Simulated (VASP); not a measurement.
# MgO (Fm-3m) in VASP: a series of runs

The runs below take MgO through single point, with PBE.

Program: VASP 6.6.1. These are calculated values, not measurements. Logs are shortened: lines on timing, memory, paths and dates and some standing lists are left out, and cuts for length are marked.

## 1. The cell of the first run

Symmetry: Fm-3m, No. 225, cubic system. Conventional cell: a = 4.204 Å, b = 4.204 Å, c = 4.204 Å, α = 90.00°, β = 90.00°, γ = 90.00°. Mg (site symmetry m-3m) has 6 O at 2.10 Å within 2.8 Å. O (site symmetry m-3m) has 6 Mg at 2.10 Å within 2.8 Å.

## 2. Single point, PBE

INCAR reads:

```
ALGO = Normal ; EDIFF = 1E-6
ENCUT = 520 ; GGA = PE
ISIF = 2 ; ISMEAR = 0
LASPH = True ; LCHARG = False
LREAL = False ; LWAVE = False
NBANDS = 11 ; NELM = 100
PREC = Accurate ; SIGMA = 0.01
```

KPOINTS reads:

```
k-points
0
Gamma
  6 6 6
```

POSCAR reads:

```
MgO
1.0
    0.0000000000      2.1021673984      2.1021673984
    2.1021673984      0.0000000000      2.1021673984
    2.1021673984      2.1021673984      0.0000000000
Mg O
1 1
Direct
    0.0000000000      0.0000000000      0.0000000000
    0.5000000000      0.5000000000      0.5000000000
```

Potentials or basis: VASP PAW PBE potentials, release 64 (Mg, O).

On the command line:

```console
cat potpaw_PBE.64/Mg/POTCAR potpaw_PBE.64/O/POTCAR > POTCAR
mpirun -np 1 vasp_std > vasp.out
```

OUTCAR:

```text
EDIFF = 1E-6
   ENCUT = 520
   GGA = PE
   ISIF = 2
   ISMEAR = 0
   LASPH = True
   LREAL = False
   NELM = 100
   PREC = Accurate

 ion  position               nearest neighbor table
   1  0.000  0.000  0.000-   2 2.10   2 2.10   2 2.10   2 2.10   2 2.10   2 2.10
   2  0.500  0.500  0.500-   1 2.10   1 2.10   1 2.10   1 2.10   1 2.10   1 2.10

  LATTYP: Found a face centered cubic cell.
 ALAT       =     4.2043347968

  Lattice vectors:

 A1 = (   0.0000000000,   2.1021673984,   2.1021673984)
 A2 = (   2.1021673984,   0.0000000000,   2.1021673984)
 A3 = (   2.1021673984,   2.1021673984,   0.0000000000)

Analysis of symmetry for initial positions (statically):
=====================================================================
 Subroutine PRICEL returns:
 Original cell was already a primitive cell.

 Routine SETGRP: Setting up the symmetry group for a
 face centered cubic supercell.

 Subroutine GETGRP returns: Found 48 space group operations
 (whereof 48 operations were pure point group operations)
 out of a pool of 48 trial point group operations.

The static configuration has the point symmetry O_h .

Analysis of symmetry for dynamics (positions and initial velocities):
=====================================================================
 Subroutine PRICEL returns:
 Original cell was already a primitive cell.

 Routine SETGRP: Setting up the symmetry group for a
 face centered cubic supercell.

 Subroutine GETGRP returns: Found 48 space group operations
 (whereof 48 operations were pure point group operations)
 out of a pool of 48 trial point group operations.

The dynamic configuration has the point symmetry O_h .

 Subroutine INISYM returns: Found 48 space group operations
 (whereof 48 operations are pure point group operations),
 and found     1 'primitive' translations

----------------------------------------------------------------------------------------

                                     Primitive cell

  volume of cell :      18.5794

  direct lattice vectors                    reciprocal lattice vectors
     0.000000000  2.102167398  2.102167398    -0.237849755  0.237849755  0.237849755
     2.102167398  0.000000000  2.102167398     0.237849755 -0.237849755  0.237849755
     2.102167398  2.102167398  0.000000000     0.237849755  0.237849755 -0.237849755

  length of vectors
     2.972913645  2.972913645  2.972913645     0.411967860  0.411967860  0.411967860

  position of ions in fractional coordinates (direct lattice)
     0.000000000  0.000000000  0.000000000
     0.500000000  0.500000000  0.500000000

  ion indices of the primitive-cell ions
   primitive index   ion index
                 1           1
                 2           2

----------------------------------------------------------------------------------------

 KPOINTS: k-points

Automatic generation of k-mesh.
 Grid dimensions read from file:
 generate k-points for:    6    6    6

 Generating k-lattice:

  Cartesian coordinates                     Fractional coordinates (reciprocal lattice)
    -0.039641626  0.039641626  0.039641626     0.166666667  0.000000000  0.000000000
     0.039641626 -0.039641626  0.039641626     0.000000000  0.166666667  0.000000000
     0.039641626  0.039641626 -0.039641626     0.000000000  0.000000000  0.166666667

  Length of vectors
     0.068661310  0.068661310  0.068661310

  Shift w.r.t. Gamma in fractional coordinates (k-lattice)
     0.000000000  0.000000000  0.000000000

 Subroutine IBZKPT returns following result:
 ===========================================

 Found     16 irreducible k-points:

 Following reciprocal coordinates:
            Coordinates               Weight
  0.000000  0.000000  0.000000      1.000000
  0.166667  0.000000  0.000000      8.000000
  0.333333  0.000000  0.000000      8.000000
  0.500000  0.000000  0.000000      4.000000
  0.166667  0.166667  0.000000      6.000000
  0.333333  0.166667  0.000000     24.000000
[... 8 lines left out ...]
 -0.333333  0.333333  0.166667     24.000000
 -0.333333  0.500000  0.166667     12.000000
   k-points           NKPTS =     16   k-points in BZ     NKDIM =     16   number of bands    NBANDS=     11
   number of dos      NEDOS =    301   number of ions     NIONS =      2
   total plane-waves  NPLWV =  13824
   dimension x,y,z NGX =    24 NGY =   24 NGZ =   24
   dimension x,y,z NGXF=    48 NGYF=   48 NGZF=   48
   ions per type =               1   1
   NGX,Y,Z   is equivalent  to a cutoff of  13.42, 13.42, 13.42 a.u.
   NGXF,Y,Z  is equivalent  to a cutoff of  26.84, 26.84, 26.84 a.u.
 SYSTEM =  unknown system
   PREC   = accura    normal or accurate (medium, high low for compatibility)
   ISTART =      0    job   : 0-new  1-cont  2-samecut
   ICHARG =      2    charge: 1-file 2-atom 10-const
   ISPIN  =      1    spin polarized calculation?
   LNONCOLLINEAR =      F non collinear calculations
   LSORBIT =      F    spin-orbit coupling
   LASPH  =      T    aspherical Exc in radial PAW
   ENCUT  =  520.0 eV  38.22 Ry    6.18 a.u.   5.53  5.53  5.53*2*pi/ulx,y,z
   NELM   =    100;   NELMIN=  2; NELMDL= -5     # of ELM steps
   EDIFF  = 0.1E-05   stopping-criterion for ELM
   LREAL  =      F    real-space projection
   EDIFFG = 0.1E-04   stopping-criterion for IOM
   NSW    =      0    number of steps for IOM
   IBRION =     -1    ionic relax: 0-MD 1-quasi-New 2-CG
   NFREE  =      0    steps in history (QN), initial steepest desc. (CG)
   ISIF   =      2    stress and relaxation
   ISYM   =      2    0-nonsym 1-usesym 2-fastsym
   POTIM  = 0.5000    time-step for ionic-motion
   TEBEG  =    0.0;   TEEND  =   0.0 temperature during run
   PSTRESS=    0.0 pullay stress
   NELECT =       8.0000    total number of electrons
   NUPDOWN=      -1.0000    fix difference up-down
   EMIN   =  10.00;   EMAX   =-10.00  energy-range for DOS
   EFERMI =   0.00;   METHOD = LEGACY
   ISMEAR =     0;   SIGMA  =   0.01  broadening in eV -4-tet -1-fermi 0-gaus
   EFERMI_NEDOS =   21; number of points for ismear=-14 and -15
   IALGO  =     38    algorithm
   IMIX   =      4    mixing-type and parameters
     AMIX     =   0.40;   BMIX     =  1.00
     AMIX_MAG =   1.60;   BMIX_MAG =  1.00
  volume/ion in A,a.u.               =       9.29        62.69
  Fermi-wavevector in a.u.,A,eV,Ry     =   1.236216  2.336109 20.792816  1.528229
  Thomas-Fermi vector in A             =   2.370833
   LORBIT       =      0    0 simple, 1 ext, 2 COOP (PROOUT), +10 PAW based schemes
   GGA     = PE    functional components
   LHFCALC =     F    Hartree Fock is set to
   AEXX    =    0.0000 exact exchange contribution
   IVDW    =     0    specifies the selected vdW correction
   LEPSILON=     F    determine dielectric tensor
   LRPA    =     F    only Hartree local field effects (RPA)
 non-spin polarized calculation
 Gauss-broadening in eV      SIGMA  =   0.01
  energy-cutoff  :      520.00
  volume of cell :       18.58
 maximum number of plane-waves:       531
 NGX is ok and might be reduce to    24
   NGX = 11   NGY = 11   NGZ = 11

 number of electron       8.0000004 magnetization

 Free energy of the ion-electron system (eV)
  ---------------------------------------------------
  ext. energy  EPLUGINS =         0.00000000
  ---------------------------------------------------
  free energy    TOTEN  =       -11.90221068 eV

  energy without entropy =      -11.90221068  energy(sigma->0) =      -11.90221068

 E-fermi :   3.2937     XC(G=0): -11.1046

 val. band max:        3.2292325869   @ k =   0.0000   0.0000   0.0000
 cond. band min:       8.0090582282   @ k =   0.0000   0.0000   0.0000
 fundamental gap:      4.7798256413
 Fermi energy:         3.2937367934

 k-point     1 :       0.0000    0.0000    0.0000
  band No.  band energies     occupation
      1     -14.0627      2.00000
      2       3.2292      2.00000
      3       3.2292      2.00000
      4       3.2292      2.00000
      5       8.0091      0.00000
      6      19.0595      0.00000
      7      19.0595      0.00000
      8      19.0595      0.00000
      9      22.9909      0.00000
     10      24.7715      0.00000
     11      24.7715      0.00000

 k-point     2 :       0.1667    0.0000    0.0000
  band No.  band energies     occupation
      1     -13.7769      2.00000
      2       1.7156      2.00000
      3       3.0533      2.00000
      4       3.0533      2.00000
      5       9.4314      0.00000
      6      16.7284      0.00000
      7      19.6379      0.00000
      8      19.6379      0.00000
      9      23.4972      0.00000
     10      23.4972      0.00000
     11      25.5990      0.00000

 k-point     3 :       0.3333    0.0000    0.0000
  band No.  band energies     occupation
      1     -13.1340      2.00000
      2      -0.4574      2.00000
      3       2.7245      2.00000
      4       2.7245      2.00000
      5      10.9399      0.00000
      6      15.5977      0.00000
      7      19.8584      0.00000
      8      19.8584      0.00000
      9      24.1930      0.00000
     10      24.1930      0.00000
     11      24.7504      0.00000

 k-point     4 :       0.5000    0.0000    0.0000
  band No.  band energies     occupation
      1     -12.7644      2.00000
      2      -1.4115      2.00000
      3       2.5700      2.00000
      4       2.5700      2.00000
      5      11.1606      0.00000
      6      15.8989      0.00000
      7      19.5960      0.00000
      8      19.5960      0.00000
      9      24.2034      0.00000
     10      25.8015      0.00000
     11      25.8015      0.00000
[... 127 lines left out ...]
 k-point    14 :       0.5000    0.3333    0.1667
  band No.  band energies     occupation
      1     -12.7588      2.00000
      2      -0.3268      2.00000
      3       1.3677      2.00000
      4       2.2057      2.00000
      5      13.2881      0.00000
      6      14.3284      0.00000
      7      16.8461      0.00000
      8      20.4901      0.00000
      9      22.7544      0.00000
     10      26.1885      0.00000
     11      31.1855      0.00000

 k-point    15 :      -0.3333    0.3333    0.1667
  band No.  band energies     occupation
      1     -12.5327      2.00000
      2      -0.3767      2.00000
      3       0.7474      2.00000
      4       1.9549      2.00000
      5      13.8380      0.00000
      6      15.2229      0.00000
      7      16.0246      0.00000
      8      19.7953      0.00000
      9      24.0805      0.00000
     10      25.3119      0.00000
     11      31.0500      0.00000

 k-point    16 :      -0.3333    0.5000    0.1667
  band No.  band energies     occupation
      1     -12.4638      2.00000
      2      -0.3493      2.00000
      3       0.9749      2.00000
      4       1.5515      2.00000
      5      13.8021      0.00000
      6      14.7078      0.00000
      7      15.7572      0.00000
      8      19.8022      0.00000
      9      23.4919      0.00000
     10      27.9560      0.00000
     11      29.5164      0.00000

------------------------ aborting loop because EDIFF is reached ----------------------------------------

  FORCE on cell =-STRESS in cart. coord.  units (eV):
  Direction    XX          YY          ZZ          XY          YZ          ZX
  --------------------------------------------------------------------------------------
  -------------------------------------------------------------------------------------
  Total        0.5666859      0.5666859      0.5666859      0.0000000      0.0000000      0.0000000
  in kB       48.8676131     48.8676131     48.8676131      0.0000000      0.0000000      0.0000000
  external PRESSURE =      48.8676131 kB  Pullay stress =       0.0000000 kB

 VOLUME and BASIS-vectors are now :
 -----------------------------------------------------------------------------
  energy-cutoff  :      520.00
  volume of cell :       18.58
      direct lattice vectors                 reciprocal lattice vectors
     0.000000000  2.102167398  2.102167398    -0.237849755  0.237849755  0.237849755
     2.102167398  0.000000000  2.102167398     0.237849755 -0.237849755  0.237849755
     2.102167398  2.102167398  0.000000000     0.237849755  0.237849755 -0.237849755

 POSITION                                       TOTAL-FORCE (eV/Angst)
 -----------------------------------------------------------------------------------
      0.00000      0.00000      0.00000        -0.000000     -0.000000     -0.000000
      2.10217      2.10217      2.10217         0.000000      0.000000      0.000000
 -----------------------------------------------------------------------------------
    total drift:                               -0.000000     -0.000000      0.000000

  FREE ENERGIE OF THE ION-ELECTRON SYSTEM (eV)
  ---------------------------------------------------
  free  energy   TOTEN  =       -11.9022106786 eV

  energy  without entropy=      -11.9022106786  energy(sigma->0) =      -11.90221068
```

Run time: 6.1 s. Hardware: 1 thread of AMD EPYC 7R43 (Zen 3), shared host; peak memory 0.1 GiB.

Results:

- Free energy: -11.9022 eV
- Pressure: 4.9 GPa
- Band gap on the k mesh: 4.78 eV, direct

Caveat: the k points lie up to 0.43 Å⁻¹ apart.

## 3. Single point, PBE (volume changed by -5%)

INCAR reads:

```
SYSTEM = MgO
PREC     = Accurate       ! precision mode
ENCUT    = 520            ! plane-wave cutoff, eV
EDIFF    = 1E-7           ! SCF threshold, eV
ISMEAR   = 0              ! smearing method
SIGMA    = 0.01           ! smearing width, eV
LREAL    = .False.        ! projectors in reciprocal space
LASPH    = .True.         ! aspherical terms in the spheres
NELM     = 80             ! most SCF steps
ALGO     = Normal         ! electronic algorithm
ISIF     = 2              ! what is computed and relaxed
LWAVE    = .False.        ! write WAVECAR
LCHARG   = .False.        ! write CHGCAR
GGA      = PE             ! functional
NBANDS   = 11             ! bands
```

KPOINTS reads:

```
regular mesh
0
Gamma
  6 6 6
  0 0 0
```

POSCAR reads:

```
MgO
1.0
    0.0000000000      2.0665305580      2.0665305580
    2.0665305580      0.0000000000      2.0665305580
    2.0665305580      2.0665305580      0.0000000000
Mg O
1 1
Direct
    0.0000000000      0.0000000000      0.0000000000
    0.5000000000      0.5000000000      0.5000000000
```

Potentials or basis: VASP PAW PBE potentials, release 64 (Mg, O).

On the command line:

```console
cat potpaw_PBE.64/Mg/POTCAR potpaw_PBE.64/O/POTCAR > POTCAR
mpirun -np 1 vasp_std > vasp.out
```

Run time: 7.8 s. Hardware: 1 thread of AMD EPYC 7R43 (Zen 3), shared host; peak memory 0.1 GiB.

Results (log left out):

| Item | Value |
| --- | --- |
| Free energy | -11.8454 eV |
| Pressure | 14.7 GPa |
| Band gap on the k mesh | 5.30 eV, direct |

Levels at points of the mesh, in eV from the valence-band top:
| k point | band 1 | band 2 | band 3 | band 4 | band 5 | band 6 | band 7 | band 8 | band 9 |
| --- | --- | --- | --- | --- | --- | --- | --- | --- | --- |
| (0.00, 0.00, 0.00) | -17.57 | 0.00 | 0.00 | 0.00 | 5.30 | 16.12 | 16.12 | 16.12 | 20.19 |
| (0.50, 0.00, 0.00) | -16.13 | -4.87 | -0.72 | -0.72 | 8.26 | 13.26 | 16.90 | 16.90 | 21.77 |
| (0.50, 0.50, 0.00) | -15.85 | -4.32 | -1.43 | -1.43 | 9.18 | 10.60 | 13.72 | 19.86 | 19.86 |

Caveat: the k points lie up to 0.44 Å⁻¹ apart.
